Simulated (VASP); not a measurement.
# BN: single point with PBEsol

The system is BN.

```
B N
1.0
     0.00000    1.66118    2.15954
     1.66118    0.00000    2.15954
     1.66118    1.66118    0.00000
B N
1 1
Direct
  0.00000 0.00000 0.00000
  0.75000 0.75000 0.75000
```

This cell differs from its parent crystal: ratio of the length along z to the lengths across it x 1.3, volume and fractional coordinates fixed.

```json
{"Program": "VASP 6.6.1", "Task": "single point", "Functional": "PBEsol", "Potentials or basis": "VASP PAW PBE potentials, release 64 (B, N)", "Cutoff": "520 eV", "k mesh": "12 × 12 × 12", "Occupations": "gaussian, width 0.05 eV", "Spin": "no spin polarisation", "Dipole correction": "no", "Further INCAR settings": "ALGO = Normal; EDIFF = 1e-06; NBANDS = 11"}
```

| Property | Result |
| --- | --- |
| Pressure | -4.2 GPa |
| Band gap on the k mesh | 1.75 eV, indirect (least direct gap 4.48 eV) |

Stress tensor (GPa, compression positive):
```
  66.90    0.00    0.00
   0.00   66.90    0.00
   0.00    0.00 -146.43
```

Levels at points of the mesh, in eV from the valence-band top:
```tsv
k point	band 2	band 3	band 4	band 5	band 6	band 7
(0.00, 0.00, 0.00)	-3.83	-0.06	-0.06	7.33	7.33	7.41
(0.50, 0.00, 0.00)	-11.90	-5.37	-0.78	3.71	10.56	12.91
(0.50, 0.50, 0.00)	-12.56	-3.48	-3.48	6.47	11.78	15.25
(0.50, 0.00, 0.50)	-8.86	-6.92	-6.87	1.75	6.09	12.49
```

Wall time 14 s on 1 thread of Intel(R) Xeon(R) Platinum 8259CL CPU @ 2.50GHz (Skylake/Cascade Lake), with other jobs on the host, peak memory 0.13 GiB.

Caveat: the PAW data sets were made with another functional, which shifts forces and pressure a little. A k mesh can miss the band edges.
